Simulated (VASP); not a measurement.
In2As3:

```
CELL_PARAMETERS angstrom
4.21948 0.00000 0.00000
0.00000 4.21948 0.00000
0.00000 0.00000 4.21948
ATOMIC_POSITIONS crystal
In 0.50000 0.50000 0.50000
In 0.00000 0.00000 0.00000
As 0.00000 0.50000 0.50000
As 0.50000 0.00000 0.50000
As 0.50000 0.50000 0.00000
```

The cell was generated, and may not be a known phase.

* Program: VASP 6.6.1
* Task: relaxation of cell and atoms
* Functional: PBE
* Potentials or basis: VASP PAW PBE potentials, release 64 (In_d, As)
* Cutoff: 600 eV
* k mesh: 4 × 4 × 4
* Occupations: gaussian, width 0.1 eV
* Spin: no spin polarisation

At the start: pressure 122.6 GPa; volume 15.02 Å³/atom.

Q: Where does the relaxation end?

A: Over 3 steps the energy falls by 2937.3 meV/atom and the volume is 29.87 Å³/atom (+98.8 %); space group Pm-3m (No. 221, to 0.1 Å) before and after.

The path:
```csv
step,energy change (eV),largest force (eV/Å),pressure (GPa),volume (Å³)
1,0.0000,0.0000,122.63,75.12
2,-10.5970,0.0000,-5.18,282.35
3,-14.6865,0.0000,-0.15,149.35
```

Final structure:
```yaml
crystal:
  lattice:
    - [5.30555, 0.00000, 0.00000]
    - [0.00000, 5.30555, 0.00000]
    - [0.00000, 0.00000, 5.30555]
  atoms:
    - { symbol: In, position: [0.50000, 0.50000, 0.50000] }
    - { symbol: In, position: [0.00000, 0.00000, 0.00000] }
    - { symbol: As, position: [0.00000, 0.50000, 0.50000] }
    - { symbol: As, position: [0.50000, 0.00000, 0.50000] }
    - { symbol: As, position: [0.50000, 0.50000, 0.00000] }
```

Caveat: the k points lie up to 0.30 Å⁻¹ apart in the final cell, too coarse for converged energies and pressures of a metal; the volume moved by over 15 % at a fixed basis, so the end points are rough.
